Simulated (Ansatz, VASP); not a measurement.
## FeNi3 in VASP and in Ansatz

```
CELL_PARAMETERS angstrom
3.54437 0.00000 0.00000
0.00000 3.54437 0.00000
0.00000 0.00000 3.54437
ATOMIC_POSITIONS crystal
Fe 0.00000 0.00000 0.00000
Ni 0.00000 0.50000 0.50000
Ni 0.50000 0.00000 0.50000
Ni 0.50000 0.50000 0.00000
```

Alike in both runs: task single point; functional r2SCAN; k mesh 12 × 12 × 12; occupations gaussian, width 0.05 eV; collinear spin.

|  | VASP | Ansatz |
| --- | --- | --- |
| version | VASP 6.6.1 | Ansatz 0.2.0 |
| potentials or method | VASP PAW PBE potentials, release 64 (Fe, Ni), cutoff 520 eV | scalar-relativistic, plane waves, PAW |
| valence electrons in the cell | 38 | 70 |

```tsv
	VASP	Ansatz	Ansatz less VASP
gap on the k mesh at the Fermi level (eV)	none	none	-
pressure (GPa)	-5.0	-5.1	-0.17
net moment per atom (μB)	1.33	1.33	+0.007
size of the moment on the site where the two differ most (μB)	0.74	0.81	+0.072
```

VASP's potentials were made for PBE, not for r2SCAN. Site moments also hang on the region over which each program counts them. A gap of «none» marks a metal or a gap that the smearing closes. With one functional, cell and mesh, what is left measures potentials, basis and numerics. VASP's potentials hold 38 valence electrons a cell and Ansatz's 70, so a difference there can come from the potentials and not from the codes. Ansatz's warnings: stability check not made.
